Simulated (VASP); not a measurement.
# C in VASP: further runs

C is run at these levels: PBE+D3(BJ); tasks: single point.

All numbers are computed with VASP 6.6.1; they aren't measurements. Logs are shortened: lines on timing, memory, paths and dates and some standing lists are left out, and cuts for length are marked.

## 1. The cell of the first run

The cell holds a slab with vacuum, 4 atoms: a = 2.466 Å, b = 2.466 Å, c = 17.500 Å, α = 90.00°, β = 90.00°, γ = 120.00°.

## 2. Single point, PBE+D3(BJ)

The input, INCAR:

```
SYSTEM = C
PREC = Accurate ; ENCUT = 520
EDIFF = 1E-6 ; ISMEAR = 0
SIGMA = 0.1 ; LREAL = .False.
LASPH = .True. ; NELM = 60
ALGO = Normal ; ISIF = 2
LWAVE = .False. ; LCHARG = .False.
LDIPOL = .True. ; IDIPOL = 3
DIPOL = 0.5 0.5 0.335 ; GGA = PE
IVDW = 12 ; NBANDS = 16
```

The input, KPOINTS:

```
regular mesh
0
Gamma
  15 15 1
  0 0 0
```

The input, POSCAR:

```
C
1.0
    2.4656524409      0.0000000000      0.0000000000
   -1.2328262205      2.1353176507      0.0000000000
    0.0000000000      0.0000000000     17.5000663885
C
4
Direct
    0.6666666667      0.3333333333      0.2571437784
    0.3333333333      0.6666666667      0.2571418816
    0.6666666667      0.3333333333      0.4120022306
    1.0000000000      0.0000000000      0.4120003338
```

Potentials or basis: VASP PAW PBE potentials, release 64 (C).

Command:

```bash
$ cat potpaw_PBE.64/C/POTCAR > POTCAR
$ mpirun -np 1 vasp_std > vasp.out
```

OUTCAR:

```text
SYSTEM = C
   PREC = Accurate
   ENCUT = 520
   EDIFF = 1E-6
   ISMEAR = 0
   LREAL = .False.
   LASPH = .True.
   NELM = 60
   ISIF = 2
   GGA = PE
   IVDW = 12
 IVDW          = 12

 ion  position               nearest neighbor table
   1  0.667  0.333  0.257-   2 1.42   2 1.42   2 1.42
   2  0.333  0.667  0.257-   1 1.42   1 1.42   1 1.42
   3  0.667  0.333  0.412-   4 1.42   4 1.42   4 1.42
   4  0.000  0.000  0.412-   3 1.42   3 1.42   3 1.42

  LATTYP: Found a hexagonal cell.
 ALAT       =     2.4656524409
 C/A-ratio  =     7.0975398228

  Lattice vectors:

 A1 = (   2.4656524409,   0.0000000000,   0.0000000000)
 A2 = (  -1.2328262205,   2.1353176507,   0.0000000000)
 A3 = (   0.0000000000,   0.0000000000,  17.5000663885)

Analysis of symmetry for initial positions (statically):
=====================================================================
 Subroutine PRICEL returns:
 Original cell was already a primitive cell.

 Routine SETGRP: Setting up the symmetry group for a
 hexagonal supercell.

 Subroutine GETGRP returns: Found 12 space group operations
 (whereof  6 operations were pure point group operations)
 out of a pool of 24 trial point group operations.

The static configuration has the point symmetry C_3v.
 The point group associated with its full space group is D_3d.

Analysis of symmetry for dynamics (positions and initial velocities):
=====================================================================
 Subroutine PRICEL returns:
 Original cell was already a primitive cell.

 Routine SETGRP: Setting up the symmetry group for a
 hexagonal supercell.

 Subroutine GETGRP returns: Found 12 space group operations
 (whereof  6 operations were pure point group operations)
 out of a pool of 24 trial point group operations.

The dynamic configuration has the point symmetry C_3v.
 The point group associated with its full space group is D_3d.

 Subroutine INISYM returns: Found 12 space group operations
 (whereof  6 operations are pure point group operations),
 and found     1 'primitive' translations

----------------------------------------------------------------------------------------

                                     Primitive cell

  volume of cell :      92.1370

  direct lattice vectors                    reciprocal lattice vectors
     2.465652441  0.000000000  0.000000000     0.405572166  0.234157199  0.000000000
    -1.232826221  2.135317651  0.000000000     0.000000000  0.468314398  0.000000000
     0.000000000  0.000000000 17.500066388     0.000000000  0.000000000  0.057142640

  length of vectors
     2.465652441  2.465652441 17.500066388     0.468314398  0.468314398  0.057142640

  position of ions in fractional coordinates (direct lattice)
     0.666666667  0.333333333  0.257143778
     0.333333333  0.666666667  0.257141882
     0.666666667  0.333333333  0.412002231
     0.000000000  0.000000000  0.412000334

  ion indices of the primitive-cell ions
   primitive index   ion index
                 1           1
                 2           2
                 3           3
                 4           4

----------------------------------------------------------------------------------------

 KPOINTS: regular mesh

Automatic generation of k-mesh.
 Grid dimensions read from file:
 generate k-points for:   15   15    1

 Generating k-lattice:

  Cartesian coordinates                     Fractional coordinates (reciprocal lattice)
     0.027038144  0.015610480  0.000000000     0.066666667  0.000000000  0.000000000
     0.000000000  0.031220960  0.000000000     0.000000000  0.066666667  0.000000000
     0.000000000  0.000000000  0.057142640     0.000000000  0.000000000  1.000000000

  Length of vectors
     0.031220960  0.031220960  0.057142640

  Shift w.r.t. Gamma in fractional coordinates (k-lattice)
     0.000000000  0.000000000  0.000000000

 Subroutine IBZKPT returns following result:
 ===========================================

 Found     27 irreducible k-points:

 Following reciprocal coordinates:
            Coordinates               Weight
  0.000000  0.000000  0.000000      1.000000
  0.066667  0.000000  0.000000      6.000000
  0.133333  0.000000  0.000000      6.000000
  0.200000  0.000000  0.000000      6.000000
  0.266667  0.000000  0.000000      6.000000
  0.333333  0.000000  0.000000      6.000000
[... 16 lines left out ...]
  0.333333  0.200000  0.000000     12.000000
  0.400000  0.200000  0.000000      6.000000
 [... further k-points ...]
   k-points           NKPTS =     27   k-points in BZ     NKDIM =     27   number of bands    NBANDS=     16
   number of dos      NEDOS =    301   number of ions     NIONS =      4
   total plane-waves  NPLWV =  45360
   dimension x,y,z NGX =    18 NGY =   18 NGZ =  140
   dimension x,y,z NGXF=    36 NGYF=   36 NGZF=  280
   ions per type =               4
   NGX,Y,Z   is equivalent  to a cutoff of  12.14, 12.14, 13.30 a.u.
   NGXF,Y,Z  is equivalent  to a cutoff of  24.27, 24.27, 26.60 a.u.
 SYSTEM =  C
   PREC   = accura    normal or accurate (medium, high low for compatibility)
   ISTART =      0    job   : 0-new  1-cont  2-samecut
   ICHARG =      2    charge: 1-file 2-atom 10-const
   ISPIN  =      1    spin polarized calculation?
   LNONCOLLINEAR =      F non collinear calculations
   LSORBIT =      F    spin-orbit coupling
   LASPH  =      T    aspherical Exc in radial PAW
   ENCUT  =  520.0 eV  38.22 Ry    6.18 a.u.   4.58  4.58 32.54*2*pi/ulx,y,z
   NELM   =     60;   NELMIN=  2; NELMDL= -5     # of ELM steps
   EDIFF  = 0.1E-05   stopping-criterion for ELM
   LREAL  =      F    real-space projection
   EDIFFG = 0.1E-04   stopping-criterion for IOM
   NSW    =      0    number of steps for IOM
   IBRION =     -1    ionic relax: 0-MD 1-quasi-New 2-CG
   NFREE  =      0    steps in history (QN), initial steepest desc. (CG)
   ISIF   =      2    stress and relaxation
   ISYM   =      2    0-nonsym 1-usesym 2-fastsym
   POTIM  = 0.5000    time-step for ionic-motion
   TEBEG  =    0.0;   TEEND  =   0.0 temperature during run
   PSTRESS=    0.0 pullay stress
   NELECT =      16.0000    total number of electrons
   NUPDOWN=      -1.0000    fix difference up-down
   EMIN   =  10.00;   EMAX   =-10.00  energy-range for DOS
   EFERMI =   0.00;   METHOD = LEGACY
   ISMEAR =     0;   SIGMA  =   0.10  broadening in eV -4-tet -1-fermi 0-gaus
   EFERMI_NEDOS =   21; number of points for ismear=-14 and -15
   IALGO  =     38    algorithm
   IMIX   =      4    mixing-type and parameters
     AMIX     =   0.40;   BMIX     =  1.00
     AMIX_MAG =   1.60;   BMIX_MAG =  1.00
  volume/ion in A,a.u.               =      23.03       155.44
  Fermi-wavevector in a.u.,A,eV,Ry     =   0.913349  1.725980 11.350070  0.834207
  Thomas-Fermi vector in A             =   2.037850
   LORBIT       =      0    0 simple, 1 ext, 2 COOP (PROOUT), +10 PAW based schemes
   GGA     = PE    functional components
   LHFCALC =     F    Hartree Fock is set to
   AEXX    =    0.0000 exact exchange contribution
   IVDW    =    12    specifies the selected vdW correction
   LEPSILON=     F    determine dielectric tensor
   LRPA    =     F    only Hartree local field effects (RPA)
 non-spin polarized calculation
 Gauss-broadening in eV      SIGMA  =   0.10
  energy-cutoff  :      520.00
  volume of cell :       92.14
 maximum number of plane-waves:      2516
   NGX =  9   NGY =  9   NGZ = 65

 dipolmoment           0.000000      0.000000      0.000020 electrons x Angstroem

 number of electron      15.9999996 magnetization

 dipolmoment           0.000000      0.000000     -0.000268 electrons x Angstroem

 Free energy of the ion-electron system (eV)
  ---------------------------------------------------
  ext. energy  EPLUGINS =         0.00000000
  ---------------------------------------------------
  free energy    TOTEN  =       -36.61622581 eV

  energy without entropy =      -36.61522329  energy(sigma->0) =      -36.61572455

 E-fermi :  -0.9799     XC(G=0):  -4.2987

 val. band max:       -0.9820706353   @ k =   0.3333   0.3333   0.0000
 cond. band min:      -0.9777034381   @ k =   0.3333   0.3333   0.0000
 fundamental gap:      0.0043671972
 Fermi energy:        -0.9798870364

 k-point     1 :       0.0000    0.0000    0.0000
  band No.  band energies     occupation
      1     -20.7864      2.00000
      2     -20.1291      2.00000
      3      -9.6422      2.00000
      4      -7.1988      2.00000
      5      -3.9735      2.00000
      6      -3.9735      2.00000
[... 8 lines left out ...]
     15       7.3325      0.00000
     16       7.4690      0.00000

 k-point     2 :       0.0667    0.0000    0.0000
  band No.  band energies     occupation
      1     -20.6794      2.00000
      2     -20.0254      2.00000
      3      -9.5144      2.00000
      4      -7.0788      2.00000
      5      -4.4137      2.00000
      6      -4.3169      2.00000
[... 8 lines left out ...]
     15       7.5312      0.00000
     16       7.7822      0.00000

 k-point     3 :       0.1333    0.0000    0.0000
  band No.  band energies     occupation
      1     -20.3594      2.00000
      2     -19.7152      2.00000
      3      -9.1325      2.00000
      4      -6.7219      2.00000
      5      -5.5738      2.00000
      6      -5.4176      2.00000
[... 8 lines left out ...]
     15       7.6041      0.00000
     16       8.8071      0.00000

 k-point     4 :       0.2000    0.0000    0.0000
  band No.  band energies     occupation
      1     -19.8285      2.00000
      2     -19.2006      2.00000
      3      -8.5027      2.00000
      4      -7.1572      2.00000
      5      -6.9364      2.00000
      6      -6.1341      2.00000
[... 8 lines left out ...]
     15       7.5702      0.00000
     16       7.9482      0.00000

 k-point     5 :       0.2667    0.0000    0.0000
  band No.  band energies     occupation
      1     -19.0911      2.00000
      2     -18.4859      2.00000
      3      -8.9256      2.00000
      4      -8.6392      2.00000
      5      -7.6321      2.00000
      6      -6.1953      2.00000
[... 8 lines left out ...]
     15       7.3516      0.00000
     16       7.8752      0.00000

 k-point     6 :       0.3333    0.0000    0.0000
  band No.  band energies     occupation
      1     -18.1548      2.00000
      2     -17.5790      2.00000
      3     -10.7211      2.00000
      4     -10.3764      2.00000
      5      -6.7702      2.00000
      6      -6.6021      2.00000
[... 8 lines left out ...]
     15       7.5694      0.00000
     16       9.1356      0.00000
[... 267 lines left out ...]
 k-point    21 :       0.2000    0.2000    0.0000
  band No.  band energies     occupation
      1     -17.9504      2.00000
      2     -17.3812      2.00000
      3      -9.9516      2.00000
      4      -9.7783      2.00000
      5      -8.4294      2.00000
      6      -8.3022      2.00000
[... 8 lines left out ...]
     15       9.7559      0.00000
     16       9.8926      0.00000

 k-point    22 :       0.2667    0.2000    0.0000
  band No.  band energies     occupation
      1     -16.9363      2.00000
      2     -16.4013      2.00000
      3     -11.2808      2.00000
      4     -11.0088      2.00000
      5      -9.2930      2.00000
      6      -9.0877      2.00000
[... 8 lines left out ...]
     15      10.3929      0.00000
     16      10.6365      0.00000

 k-point    23 :       0.3333    0.2000    0.0000
  band No.  band energies     occupation
      1     -15.7667      2.00000
      2     -15.2819      2.00000
      3     -12.7428      2.00000
      4     -12.3892      2.00000
      5      -9.7517      2.00000
      6      -9.4908      2.00000
[... 8 lines left out ...]
     15      10.9958      0.00000
     16      11.4411      0.00000

 k-point    24 :       0.4000    0.2000    0.0000
  band No.  band energies     occupation
      1     -14.7584      2.00000
      2     -14.5049      2.00000
      3     -13.6410      2.00000
      4     -13.4936      2.00000
      5      -9.8922      2.00000
      6      -9.6177      2.00000
[... 8 lines left out ...]
     15      11.3147      0.00000
     16      11.4820      0.00000

 [... further k-points ...]

------------------------ aborting loop because EDIFF is reached ----------------------------------------

 vacuum level on the upper side and lower side of the slab       (xc-potential included)        -0.340        -0.330

 Edisp (eV)   -0.54544

 E8    (eV) :    -0.1667

  FORCE on cell =-STRESS in cart. coord.  units (eV):
  Direction    XX          YY          ZZ          XY          YZ          ZX
  --------------------------------------------------------------------------------------
  -------------------------------------------------------------------------------------
  Total       0.03246     0.03246     2.24792    -0.00000     0.00000     0.00000
  in kB       0.56437     0.56437    39.08924    -0.00000     0.00000     0.00000
  external pressure =       13.41 kB  Pullay stress =        0.00 kB

 VOLUME and BASIS-vectors are now :
 -----------------------------------------------------------------------------
  energy-cutoff  :      520.00
  volume of cell :       92.14
      direct lattice vectors                 reciprocal lattice vectors
     2.465652441  0.000000000  0.000000000     0.405572166  0.234157199  0.000000000
    -1.232826221  2.135317651  0.000000000     0.000000000  0.468314398  0.000000000
     0.000000000  0.000000000 17.500066388     0.000000000  0.000000000  0.057142640

 POSITION                                       TOTAL-FORCE (eV/Angst)
 -----------------------------------------------------------------------------------
      1.23283      0.71177      4.50003         0.000000     -0.000000     -0.349123
     -0.00000      1.42355      4.50000         0.000000     -0.000000     -0.489767
      1.23283      0.71177      7.21007        -0.000000      0.000000      0.349123
      0.00000      0.00000      7.21003        -0.000000      0.000000      0.489767
 -----------------------------------------------------------------------------------
    total drift:                                0.000000      0.000000     -0.059500

  FREE ENERGIE OF THE ION-ELECTRON SYSTEM (eV)
  ---------------------------------------------------
  free  energy   TOTEN  =       -37.1616608633 eV

  energy  without entropy=      -37.1606583377  energy(sigma->0) =      -37.16115960

 vacuum level on the upper side and lower side of the slab         3.278         3.284
```

Wall time 40 s (1 thread of Intel Xeon Platinum 8375C at 2.90GHz (Ice Lake), shared host); peak memory 0.2 GiB.

What came out:

```yaml
Free_energy: -37.1617 eV
Largest_force: 0.490 eV/Å
Dispersion_energy_per_atom: -0.136 eV
```

Forces on the atoms (eV/Å):
```
C    0.000  0.000 -0.349
C    0.000  0.000 -0.490
C    0.000  0.000  0.349
C    0.000  0.000  0.490
```

(Continued in part 2 of 2.)
